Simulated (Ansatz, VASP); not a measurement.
**NaCl: VASP beside Ansatz**

```
Na Cl
1.0
     4.87369    0.00000    0.00000
    -2.43685    4.22074    0.00000
     0.00000    0.00000    5.76903
Na Cl
2 2
Cartesian
  0.0000 2.8138 -0.3606
  2.4368 1.4069 2.5239
  0.0000 2.8138 2.5240
  2.4368 1.4069 5.4085
```

Alike in both runs: task single point; functional PBE; k mesh 6 × 6 × 4; no spin polarisation.

|  | VASP | Ansatz |
| --- | --- | --- |
| version | VASP 6.6.1 | Ansatz 0.2.0 |
| potentials or method | VASP PAW PBE potentials, release 64 (Na_pv, Cl) | plane waves, PAW |
| plane-wave cutoff (eV) | 520 | 420 |
| occupations | gaussian, width 0.01 eV | fixed |
| valence electrons in the cell | 28 | 32 |

```tsv
	VASP	Ansatz	Ansatz less VASP
gap on the k mesh at the Fermi level (eV)	4.61	4.61	0.000
pressure (GPa)	-1.0	-1.0	+0.03
traceless stress, the component that is largest in VASP (GPa)	-0.10	-0.10	+0.001
```

VASP's potentials hold 28 valence electrons a cell and Ansatz's 32, so a difference there can come from the potentials and not from the codes.
